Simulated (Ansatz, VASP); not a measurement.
# One calculation of Hg, two programs

```
Hg
1.0
     0.00000    2.37125    2.37125
     2.37125    0.00000    2.37125
     2.37125    2.37125    0.00000
Hg
1
Cartesian
  0.0000 0.0000 0.0000
```

Alike in both runs: task single point; functional PBE; k mesh 12 × 12 × 12; occupations gaussian, width 0.05 eV; no spin polarisation.

```csv
,VASP,Ansatz
version,VASP 6.6.1,Ansatz 0.2.0
potentials or method,"VASP PAW PBE potentials, release 64 (Hg), cutoff 520 eV","scalar-relativistic, plane waves, PAW"
valence electrons in the cell,12,20
```

Ansatz gave:

* gap on the k mesh at the Fermi level (eV): none
* pressure (GPa): 0.8

Q: What did VASP give for the same quantities?

A: gap on the k mesh at the Fermi level (eV): none; pressure (GPa): 1.0.

A gap of «none» marks a metal or a gap that the smearing closes. VASP's potentials hold 12 valence electrons a cell and Ansatz's 20, so a difference there can come from the potentials and not from the codes.

Spin-orbit coupling is off throughout.
